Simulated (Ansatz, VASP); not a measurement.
# Mo in VASP and in Ansatz

File INCAR:

```
PREC     = Accurate       # precision mode
ENCUT    = 520            # plane-wave cutoff, eV
EDIFF    = 1E-7           # SCF threshold, eV
ISMEAR   = 0              # smearing method
SIGMA    = 0.15           # smearing width, eV
LREAL    = False          # projectors in reciprocal space
LASPH    = True           # aspherical terms in the spheres
NELM     = 80             # most SCF steps
ALGO     = Fast           # electronic algorithm
ISIF     = 2              # what is computed and relaxed
LWAVE    = False          # write WAVECAR
LCHARG   = True           # write CHGCAR
GGA      = PE             # functional
LELF     = True           # ELF
LVHAR    = True         
NBANDS   = 13             # bands
```

The input KPOINTS:

```
regular mesh
0
Gamma
  26 26 26
```

File POSCAR:

```
Mo
1.0
   -1.5802194356      1.5328128525      1.5802194356
    1.5802194356     -1.5328128525      1.5802194356
    1.5802194356      1.5328128525     -1.5802194356
Mo
1
Direct
    0.0000000000      0.0000000000      0.0000000000
```

Input for Ansatz:

```yaml
crystal:
  lattice:
    - [-1.5802194356, 1.5328128525, 1.5802194356]
    - [1.5802194356, -1.5328128525, 1.5802194356]
    - [1.5802194356, 1.5328128525, -1.5802194356]
  atoms:
    - { symbol: Mo, position: [0.0, 0.0, 0.0] }
basis:
  ecutwfc: 420
kpoints:
  mp_grid: { grid: [26, 26, 26] }
hamiltonian:
  xc: pbe
scf:
  occupations: { method: gaussian, width: 0.15 }
output:
  forces: true
  stress: true
  eigenvalues: true
```

Change from the starting cell: strain -0.0300 x Voigt [0, 1, 0, 0, 0, 0], atoms carried along.

Alike in both runs: task single point; functional PBE; k mesh 26 × 26 × 26; occupations gaussian, width 0.15 eV; no spin polarisation.

```csv
,VASP,Ansatz
version,VASP 6.6.1,Ansatz 0.2.0
potentials or method,"VASP PAW PBE potentials, release 64 (Mo_sv), cutoff 520 eV","scalar-relativistic, plane waves, PAW"
valence electrons in the cell,14,14
```

```tsv
	VASP	Ansatz	Ansatz less VASP
gap on the k mesh at the Fermi level (eV)	none	none	-
pressure (GPa)	9.3	8.7	-0.58
traceless stress, the component that is largest in VASP (GPa)	6.81	6.80	-0.001
```

A gap of «none» marks a metal or a gap that the smearing closes. The functional is the same, so the differences come from potentials, cutoffs and numerics.
